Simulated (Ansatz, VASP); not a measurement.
**One calculation of AlN, two programs**

```
CELL_PARAMETERS angstrom
3.11300 0.07783 0.07783
-1.48910 2.65703 0.02849
0.12452 0.12452 4.98100
ATOMIC_POSITIONS crystal
Al 0.33333 0.66667 0.00000
Al 0.66667 0.33333 0.50000
N 0.33333 0.66667 0.38000
N 0.66667 0.33333 0.88000
```

Alike in both runs: task single point; functional PBE; k mesh 12 × 12 × 4; occupations fermi-dirac, width 0.02 eV; no spin polarisation.

|  | VASP | Ansatz |
| --- | --- | --- |
| version | VASP 6.6.1 | Ansatz 0.2.0 |
| potentials or method | VASP PAW PBE potentials, release 64 (Al, N), cutoff 520 eV | plane waves, PAW |
| valence electrons in the cell | 16 | 16 |

|  | VASP | Ansatz | Ansatz less VASP |
| --- | --- | --- | --- |
| pressure (GPa) | 4.2 | 4.5 | +0.26 |
| traceless stress, the component that is largest in VASP (GPa) | -8.87 | -8.81 | +0.062 |

The functional is the same, so the differences come from potentials, cutoffs and numerics.
